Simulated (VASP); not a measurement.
# Ta4Mo (P4/mmm) in VASP: a series of runs

Runs on Ta4Mo. Level: PBE. Tasks: single point, relaxation of cell and atoms.

Everything below comes from runs of VASP 6.6.1. Logs are shortened: lines on timing, memory, paths and dates and some standing lists are left out, and cuts for length are marked.

### 1 The cell of the first run

Symmetry: P4/mmm, No. 123, tetragonal system. Conventional cell: a = 6.219 Å, b = 6.219 Å, c = 2.137 Å, α = 90.00°, β = 90.00°, γ = 90.00°. Ta (site symmetry m2m) has 1 Mo at 1.84 Å and 2 Ta at 2.14 Å within 2.4 Å. Mo (site symmetry 4/mmm) has 4 Ta at 1.84 Å and 2 Mo at 2.14 Å within 2.4 Å.

The cell was generated, and may not be a known phase.

### 2 Single point, PBE

File INCAR:

```
  PREC = Accurate
  ENCUT = 520
  EDIFF = 1E-6
  ISMEAR = 0
  SIGMA = 0.1
  LREAL = F
  LASPH = T
  NELM = 80
  ALGO = Normal
  ISIF = 2
  LWAVE = F
  LCHARG = F
  GGA = PE
  NBANDS = 37
```

File KPOINTS:

```
Automatic mesh
0
Gamma
  4 4 8
```

File POSCAR:

```
Ta4Mo
1.0
    6.2190561200      0.0000000000      0.0000000000
    0.0000000000      6.2190561200      0.0000000000
    0.0000000000      0.0000000000      2.1366344800
Ta Mo
4 1
Direct
    0.7035806900      0.0000000000      0.5000000000
    0.2964193100      0.0000000000      0.5000000000
    0.0000000000      0.7035806900      0.5000000000
    0.0000000000      0.2964193100      0.5000000000
    0.0000000000      0.0000000000      0.5000000000
```

Potentials or basis: VASP PAW PBE potentials, release 64 (Ta_pv, Mo_sv).

Command:

```bash
$ cat potpaw_PBE.64/Ta_pv/POTCAR potpaw_PBE.64/Mo_sv/POTCAR > POTCAR
$ mpirun -np 1 vasp_std > vasp.out
```

OUTCAR:

```text
PREC = Accurate
   ENCUT = 520
   EDIFF = 1E-6
   ISMEAR = 0
   LREAL = F
   LASPH = T
   NELM = 80
   ISIF = 2
   GGA = PE

 ion  position               nearest neighbor table
   1  0.704  0.000  0.500-   5 1.84   2 2.53   4 2.61   3 2.61   5 2.82   5 2.82   2 3.31   2 3.31
                             4 3.37   3 3.37   4 3.37   3 3.37
   2  0.296  0.000  0.500-   5 1.84   1 2.53   4 2.61   3 2.61   5 2.82   5 2.82   1 3.31   1 3.31
                             4 3.37   3 3.37   4 3.37   3 3.37
   3  0.000  0.704  0.500-   5 1.84   4 2.53   1 2.61   2 2.61   5 2.82   5 2.82   4 3.31   4 3.31
                             1 3.37   2 3.37   1 3.37   2 3.37
   4  0.000  0.296  0.500-   5 1.84   3 2.53   1 2.61   2 2.61   5 2.82   5 2.82   3 3.31   3 3.31
                             1 3.37   2 3.37   1 3.37   2 3.37
   5  0.000  0.000  0.500-   1 1.84   2 1.84   3 1.84   4 1.84   1 2.82   2 2.82   3 2.82   4 2.82
                             1 2.82   2 2.82   3 2.82   4 2.82

  LATTYP: Found a simple tetragonal cell.
 ALAT       =     6.2190561200
 C/A-ratio  =     0.3435625019

  Lattice vectors:

 A1 = (   6.2190561200,   0.0000000000,   0.0000000000)
 A2 = (   0.0000000000,   6.2190561200,   0.0000000000)
 A3 = (   0.0000000000,   0.0000000000,   2.1366344800)

Analysis of symmetry for initial positions (statically):
=====================================================================
 Subroutine PRICEL returns:
 Original cell was already a primitive cell.

 Routine SETGRP: Setting up the symmetry group for a
 simple tetragonal supercell.

 Subroutine GETGRP returns: Found 16 space group operations
 (whereof 16 operations were pure point group operations)
 out of a pool of 16 trial point group operations.

The static configuration has the point symmetry D_4h.

Analysis of symmetry for dynamics (positions and initial velocities):
=====================================================================
 Subroutine PRICEL returns:
 Original cell was already a primitive cell.

 Routine SETGRP: Setting up the symmetry group for a
 simple tetragonal supercell.

 Subroutine GETGRP returns: Found 16 space group operations
 (whereof 16 operations were pure point group operations)
 out of a pool of 16 trial point group operations.

The dynamic configuration has the point symmetry D_4h.

 Subroutine INISYM returns: Found 16 space group operations
 (whereof 16 operations are pure point group operations),
 and found     1 'primitive' translations

----------------------------------------------------------------------------------------

                                     Primitive cell

  volume of cell :      82.6379

  direct lattice vectors                    reciprocal lattice vectors
     6.219056120  0.000000000  0.000000000     0.160796105  0.000000000  0.000000000
     0.000000000  6.219056120  0.000000000     0.000000000  0.160796105  0.000000000
     0.000000000  0.000000000  2.136634480     0.000000000  0.000000000  0.468025771

  length of vectors
     6.219056120  6.219056120  2.136634480     0.160796105  0.160796105  0.468025771

  position of ions in fractional coordinates (direct lattice)
     0.703580690  0.000000000  0.500000000
     0.296419310  0.000000000  0.500000000
     0.000000000  0.703580690  0.500000000
     0.000000000  0.296419310  0.500000000
     0.000000000  0.000000000  0.500000000

  ion indices of the primitive-cell ions
   primitive index   ion index
                 1           1
                 2           2
                 3           3
                 4           4
                 5           5

----------------------------------------------------------------------------------------

 KPOINTS: Automatic mesh

Automatic generation of k-mesh.
 Grid dimensions read from file:
 generate k-points for:    4    4    8

 Generating k-lattice:

  Cartesian coordinates                     Fractional coordinates (reciprocal lattice)
     0.040199026  0.000000000  0.000000000     0.250000000  0.000000000  0.000000000
     0.000000000  0.040199026  0.000000000     0.000000000  0.250000000  0.000000000
     0.000000000  0.000000000  0.058503221     0.000000000  0.000000000  0.125000000

  Length of vectors
     0.040199026  0.040199026  0.058503221

  Shift w.r.t. Gamma in fractional coordinates (k-lattice)
     0.000000000  0.000000000  0.000000000

 Subroutine IBZKPT returns following result:
 ===========================================

 Found     30 irreducible k-points:

 Following reciprocal coordinates:
            Coordinates               Weight
  0.000000  0.000000  0.000000      1.000000
  0.250000  0.000000  0.000000      4.000000
  0.500000  0.000000  0.000000      2.000000
  0.250000  0.250000  0.000000      4.000000
  0.500000  0.250000  0.000000      4.000000
  0.500000  0.500000  0.000000      1.000000
[... 16 lines left out ...]
  0.500000  0.250000  0.375000      8.000000
  0.500000  0.500000  0.375000      2.000000
 [... further k-points ...]
   k-points           NKPTS =     30   k-points in BZ     NKDIM =     30   number of bands    NBANDS=     37
   number of dos      NEDOS =    301   number of ions     NIONS =      5
   total plane-waves  NPLWV =  36864
   dimension x,y,z NGX =    48 NGY =   48 NGZ =   16
   dimension x,y,z NGXF=    96 NGYF=   96 NGZF=   32
   ions per type =               4   1
   NGX,Y,Z   is equivalent  to a cutoff of  12.83, 12.83, 12.45 a.u.
   NGXF,Y,Z  is equivalent  to a cutoff of  25.66, 25.66, 24.90 a.u.
 SYSTEM =  unknown system
   PREC   = accura    normal or accurate (medium, high low for compatibility)
   ISTART =      0    job   : 0-new  1-cont  2-samecut
   ICHARG =      2    charge: 1-file 2-atom 10-const
   ISPIN  =      1    spin polarized calculation?
   LNONCOLLINEAR =      F non collinear calculations
   LSORBIT =      F    spin-orbit coupling
   LASPH  =      T    aspherical Exc in radial PAW
   ENCUT  =  520.0 eV  38.22 Ry    6.18 a.u.  11.56 11.56  3.97*2*pi/ulx,y,z
   NELM   =     80;   NELMIN=  2; NELMDL= -5     # of ELM steps
   EDIFF  = 0.1E-05   stopping-criterion for ELM
   LREAL  =      F    real-space projection
   EDIFFG = 0.1E-04   stopping-criterion for IOM
   NSW    =      0    number of steps for IOM
   IBRION =     -1    ionic relax: 0-MD 1-quasi-New 2-CG
   NFREE  =      0    steps in history (QN), initial steepest desc. (CG)
   ISIF   =      2    stress and relaxation
   ISYM   =      2    0-nonsym 1-usesym 2-fastsym
   POTIM  = 0.5000    time-step for ionic-motion
   TEBEG  =    0.0;   TEEND  =   0.0 temperature during run
   PSTRESS=    0.0 pullay stress
   NELECT =      58.0000    total number of electrons
   NUPDOWN=      -1.0000    fix difference up-down
   EMIN   =  10.00;   EMAX   =-10.00  energy-range for DOS
   EFERMI =   0.00;   METHOD = LEGACY
   ISMEAR =     0;   SIGMA  =   0.10  broadening in eV -4-tet -1-fermi 0-gaus
   EFERMI_NEDOS =   21; number of points for ismear=-14 and -15
   IALGO  =     38    algorithm
   IMIX   =      4    mixing-type and parameters
     AMIX     =   0.40;   BMIX     =  1.00
     AMIX_MAG =   1.60;   BMIX_MAG =  1.00
  volume/ion in A,a.u.               =      16.53       111.53
  Fermi-wavevector in a.u.,A,eV,Ry     =   1.454871  2.749307 28.798759  2.116649
  Thomas-Fermi vector in A             =   2.571971
   LORBIT       =      0    0 simple, 1 ext, 2 COOP (PROOUT), +10 PAW based schemes
   GGA     = PE    functional components
   LHFCALC =     F    Hartree Fock is set to
   AEXX    =    0.0000 exact exchange contribution
   IVDW    =     0    specifies the selected vdW correction
   LEPSILON=     F    determine dielectric tensor
   LRPA    =     F    only Hartree local field effects (RPA)
 non-spin polarized calculation
 Gauss-broadening in eV      SIGMA  =   0.10
  energy-cutoff  :      520.00
  volume of cell :       82.64
 maximum number of plane-waves:      2272
 NGX is ok and might be reduce to    48
   NGX = 23   NGY = 23   NGZ =  7

 number of electron      57.9999998 magnetization

 Free energy of the ion-electron system (eV)
  ---------------------------------------------------
  ext. energy  EPLUGINS =         0.00000000
  ---------------------------------------------------
  free energy    TOTEN  =        -7.22641602 eV

  energy without entropy =       -7.18938865  energy(sigma->0) =       -7.20790233

 E-fermi :   6.3130     XC(G=0): -11.7772

 val. band max:        6.3048126739   @ k =   0.5000   0.0000   0.5000
 cond. band min:       6.3230059114   @ k =   0.5000   0.5000   0.3750
 fundamental gap:      0.0181932375
 Fermi energy:         6.3129536340

 k-point     1 :       0.0000    0.0000    0.0000
  band No.  band energies     occupation
      1     -57.1582      2.00000
      2     -35.7830      2.00000
      3     -35.7830      2.00000
      4     -29.8915      2.00000
      5     -29.2583      2.00000
      6     -28.4887      2.00000
[... 29 lines left out ...]
     36      13.0847      0.00000
     37      13.1365      0.00000

 k-point     2 :       0.2500    0.0000    0.0000
  band No.  band energies     occupation
      1     -57.1568      2.00000
      2     -35.9023      2.00000
      3     -35.7827      2.00000
      4     -29.7366      2.00000
      5     -28.9420      2.00000
      6     -28.5230      2.00000
[... 29 lines left out ...]
     36      12.0091      0.00000
     37      13.2728      0.00000

 k-point     3 :       0.5000    0.0000    0.0000
  band No.  band energies     occupation
      1     -57.1555      2.00000
      2     -36.0135      2.00000
      3     -35.7825      2.00000
      4     -29.6702      2.00000
      5     -28.5538      2.00000
      6     -28.4405      2.00000
[... 29 lines left out ...]
     36      11.9893      0.00000
     37      13.3543      0.00000
[... 761 lines left out ...]
 k-point    23 :       0.5000    0.2500    0.3750
  band No.  band energies     occupation
      1     -56.0823      2.00000
      2     -35.0923      2.00000
      3     -34.9925      2.00000
      4     -33.5377      2.00000
      5     -30.7282      2.00000
      6     -30.6681      2.00000
[... 29 lines left out ...]
     36      11.4035      0.00000
     37      11.8986      0.00000

 k-point    24 :       0.5000    0.5000    0.3750
  band No.  band energies     occupation
      1     -56.0810      2.00000
      2     -35.0922      2.00000
      3     -35.0922      2.00000
      4     -33.5320      2.00000
      5     -30.7282      2.00000
      6     -30.7282      2.00000
[... 29 lines left out ...]
     36      11.0570      0.00000
     37      11.0835      0.00000

 [... further k-points ...]

------------------------ aborting loop because EDIFF is reached ----------------------------------------

  FORCE on cell =-STRESS in cart. coord.  units (eV):
  Direction    XX          YY          ZZ          XY          YZ          ZX
  --------------------------------------------------------------------------------------
  -------------------------------------------------------------------------------------
  Total      131.3786696    131.3786696    135.5353715      0.0000000     -0.0000000      0.0000000
  in kB     2547.1601869   2547.1601869   2627.7500242      0.0000000     -0.0000000      0.0000000
  external PRESSURE =    2574.0234660 kB  Pullay stress =       0.0000000 kB

 VOLUME and BASIS-vectors are now :
 -----------------------------------------------------------------------------
  energy-cutoff  :      520.00
  volume of cell :       82.64
      direct lattice vectors                 reciprocal lattice vectors
     6.219056120  0.000000000  0.000000000     0.160796105  0.000000000  0.000000000
     0.000000000  6.219056120  0.000000000     0.000000000  0.160796105  0.000000000
     0.000000000  0.000000000  2.136634480     0.000000000  0.000000000  0.468025771

 POSITION                                       TOTAL-FORCE (eV/Angst)
 -----------------------------------------------------------------------------------
      4.37561      0.00000      1.06832       -31.413001      0.000000     -0.000000
      1.84345      0.00000      1.06832        31.413001      0.000000      0.000000
      0.00000      4.37561      1.06832         0.000000    -31.413001     -0.000000
      0.00000      1.84345      1.06832        -0.000000     31.413001      0.000000
      0.00000      0.00000      1.06832         0.000000      0.000000      0.000000
 -----------------------------------------------------------------------------------
    total drift:                                0.000000     -0.000000     -0.000000

  FREE ENERGIE OF THE ION-ELECTRON SYSTEM (eV)
  ---------------------------------------------------
  free  energy   TOTEN  =        -7.2264160232 eV

  energy  without entropy=       -7.1893886453  energy(sigma->0) =       -7.20790233
```

Wall time 80 s (1 thread of Intel Xeon Platinum 8259CL at 2.50GHz (Skylake/Cascade Lake), shared host); peak memory 0.23 GiB.

Results:

```
Free energy            : -7.2264 eV
Pressure               : 257.4 GPa
Largest force          : 31.413 eV/Å
Band gap on the k mesh : zero (bands 29 and 30 overlap by 1.87 eV)
```

Forces on the atoms (eV/Å):
```
Ta  -31.413   0.000   0.000
Ta   31.413   0.000   0.000
Ta    0.000 -31.413   0.000
Ta    0.000  31.413   0.000
Mo    0.000   0.000   0.000
```

Caveat: the k points lie up to 0.37 Å⁻¹ apart, too coarse for converged energies and pressures of a metal; atoms lie so close that the PAW spheres overlap strongly, which falsifies energies and pressures; spin-orbit coupling is left out, which moves the levels of the heavy elements; forces of over 1 eV/Å act on the atoms, so gaps and moduli don't describe the material at rest.

### 3 Single point, PBE

This run uses another cell than the first one, of 31.04 Å³/atom.

File INCAR:

```
SYSTEM = Ta4Mo
PREC = Accurate
ENCUT = 520
EDIFF = 1E-6
ISMEAR = 0
SIGMA = 0.1
LREAL = .False.
LASPH = .True.
NELM = 80
ALGO = Fast
ISIF = 2
LWAVE = .False.
LCHARG = .False.
GGA = PE
NBANDS = 37
```

File KPOINTS:

```
regular mesh
0
Gamma
  6 6 14
  0 0 0
```

File POSCAR:

```
Ta4Mo
1.0
    7.7369578654      0.0000000000      0.0000000000
    0.0000000000      7.7369578654      0.0000000000
    0.0000000000      0.0000000000      2.5930493575
Ta Mo
4 1
Direct
    0.6709309858      0.0000000000      0.5000000000
    0.3290690142      0.0000000000      0.5000000000
    0.0000000000      0.6709309858      0.5000000000
    0.0000000000      0.3290690142      0.5000000000
    0.0000000000      0.0000000000      0.5000000000
```

Potentials or basis: VASP PAW PBE potentials, release 64 (Ta_pv, Mo_sv).

Command:

```bash
$ cat potpaw_PBE.64/Ta_pv/POTCAR potpaw_PBE.64/Mo_sv/POTCAR > POTCAR
$ mpirun -np 1 vasp_std > vasp.out
```

It took 8.7 min on 1 thread of Intel Xeon Platinum 8259CL at 2.50GHz (Skylake/Cascade Lake), shared host; peak memory 0.52 GiB.

It converged, with:

```
Free energy            : -47.5361 eV
Pressure               : 0.1 GPa
Largest force          : 0.013 eV/Å
Band gap on the k mesh : zero (bands 29 and 30 overlap by 1.06 eV)
```

Forces in eV/Å, atoms in the order of the input:
```
Ta  -0.013  0.000  0.000
Ta   0.013  0.000  0.000
Ta   0.000 -0.013  0.000
Ta   0.000  0.013  0.000
Mo   0.000  0.000  0.000
```

Stress tensor (GPa, compression positive):
```
0.11 0.00 0.00
0.00 0.11 0.00
0.00 0.00 0.20
```

Levels at points of the mesh, in eV from the Fermi level:
| k point | band 27 | band 28 | band 29 | band 30 | band 31 | band 32 |
| --- | --- | --- | --- | --- | --- | --- |
| (0.00, 0.00, 0.00) | -1.39 | -0.56 | -0.56 | -0.09 | 0.47 | 1.59 |
| (0.50, 0.00, 0.00) | -1.17 | -0.94 | -0.87 | -0.55 | 0.29 | 1.27 |
| (0.50, 0.50, 0.00) | -0.86 | -0.86 | -0.77 | -0.54 | -0.34 | 0.66 |
| (0.00, 0.00, 0.50) | -0.41 | 0.26 | 0.26 | 0.84 | 1.41 | 2.31 |
| (0.50, 0.00, 0.50) | -0.88 | -0.81 | -0.74 | 0.53 | 1.18 | 1.41 |
| (0.50, 0.50, 0.50) | -0.81 | -0.81 | -0.53 | -0.53 | 0.30 | 1.19 |

Caveat: spin-orbit coupling is left out, which moves the levels of the heavy elements.

### 4 Relaxation of cell and atoms, PBE

This run uses another cell than the first one, of 31.18 Å³/atom.

File INCAR:

```
ALGO = Fast
EDIFF = 1E-6
EDIFFG = -0.01
ENCUT = 600
GGA = PE
IBRION = 2
ISIF = 3
ISMEAR = 0
LASPH = T
LCHARG = F
LREAL = F
LWAVE = F
NELM = 80
NSW = 100
PREC = Accurate
SIGMA = 0.1
```

File KPOINTS:

```
k-points
0
Gamma
  6 6 14
```

File POSCAR:

```
Ta4Mo
1.0
    7.7963557695      0.0000000000      0.0000000000
    0.0000000000      7.7963557695      0.0000000000
    0.0000000000      0.0000000000      2.5645181135
Ta Mo
4 1
Direct
    0.6720278623      0.0000000000      0.5000000000
    0.3279721377      0.0000000000      0.5000000000
    0.0000000000      0.6720278623      0.5000000000
    0.0000000000      0.3279721377      0.5000000000
    0.0000000000      0.0000000000      0.5000000000
```

Command:

```bash
$ cat potpaw_PBE.64/Ta_pv/POTCAR potpaw_PBE.64/Mo_sv/POTCAR > POTCAR
$ mpirun -np 1 vasp_std > vasp.out
```

It took 72 min on 1 thread of Oxide Virtual Turin-like, shared host; peak memory 0.58 GiB.

Results (log left out):

| Property | Result |
| --- | --- |
| Free energy | -47.5371 eV |
| Relaxed volume | 31.11 Å³/atom |
| Relaxed cell | a = 7.742 Å, b = 7.742 Å, c = 2.595 Å, α = 90.00°, β = 90.00°, γ = 90.00° |
| Space group after relaxing (to 0.1 Å) | P4/mmm (No. 123) |
| Energy gained by relaxing | 3.5 meV/atom |
| Ionic steps | 9 |
| Pressure after relaxing | 0.0 GPa |
| Band gap on the k mesh | zero (bands 29 and 30 overlap by 1.06 eV) |

Step by step:
```csv
step,energy change (eV),largest force (eV/Å),pressure (GPa),volume (Å³)
1,0.0000,0.0909,0.43,155.88
2,-0.0049,0.0835,-1.26,157.75
3,-0.0131,0.0862,-0.55,156.92
4,-0.0168,0.0546,0.17,155.08
5,-0.0170,0.0619,0.03,155.42
6,-0.0174,0.0026,0.03,155.42
7,-0.0174,0.0037,0.03,155.42
8,-0.0174,0.0016,0.03,155.42
9,-0.0174,0.0014,-0.04,155.54
```

Final structure:
```
Ta Mo
1.0
     7.74152    0.00000    0.00000
     0.00000    7.74152    0.00000
     0.00000    0.00000    2.59534
Ta Mo
4 1
Direct
  0.67085 0.00000 0.50000
  0.32915 0.00000 0.50000
  0.00000 0.67085 0.50000
  0.00000 0.32915 0.50000
  0.00000 0.00000 0.50000
```

Levels at points of the mesh, in eV from the Fermi level:
```
           k point  band 25  band 26  band 27  band 28  band 29  band 30  band 31  band 32  band 33  band 34
(0.00, 0.00, 0.00)    -1.64    -1.64    -1.39    -0.56    -0.56    -0.09     0.46     1.58     1.58     1.86
(0.50, 0.00, 0.00)    -2.18    -1.29    -1.17    -0.94    -0.87    -0.55     0.28     1.27     1.46     1.68
(0.50, 0.50, 0.00)    -2.11    -2.11    -0.86    -0.86    -0.77    -0.54    -0.34     0.66     0.66     1.68
(0.00, 0.00, 0.50)    -1.58    -1.51    -0.40     0.25     0.25     0.83     1.40     2.31     2.31     2.36
(0.50, 0.00, 0.50)    -0.91    -0.89    -0.88    -0.80    -0.73     0.52     1.17     1.40     1.64     1.77
(0.50, 0.50, 0.50)    -1.30    -1.25    -0.81    -0.81    -0.53    -0.53     0.30     1.18     1.24     1.24
```

Caveat: spin-orbit coupling is left out, which moves the levels of the heavy elements.

### 5 Summary

| task | cell | k mesh | cutoff (eV) | gap on the mesh (eV) | pressure (GPa) | largest force (eV/Å) |
| --- | --- | --- | --- | --- | --- | --- |
| single point | a = 6.219, b = 6.219, c = 2.137 Å, 5 atoms, atomic positions A | 4 × 4 × 8 | 520 | none | 257.4 | 31.41 |
| single point | a = 7.737, b = 7.737, c = 2.593 Å, 5 atoms, atomic positions B | 6 × 6 × 14 | 520 | none | 0.1 | 0.01 |
| relaxation of cell and atoms | relaxed from a = 7.796, b = 7.796, c = 2.565 Å, 5 atoms, atomic positions C | 6 × 6 × 14 | 600 | none | 0.0 | - |

Alike in all rows: level PBE; potentials or basis VASP PAW PBE potentials, release 64 (Ta_pv, Mo_sv); no spin polarisation; smearing gaussian 0.1 eV.

Caveats: some runs use coarse meshes; spin-orbit coupling is left out, which moves the levels of the heavy elements; atoms lie so close that the PAW spheres overlap strongly, which falsifies energies and pressures (at least some runs); forces of over 1 eV/Å act on the atoms, so gaps and moduli don't describe the material at rest (at least some runs).

Total energies depend on the potentials used, so only differences within one code and one set of settings carry meaning.
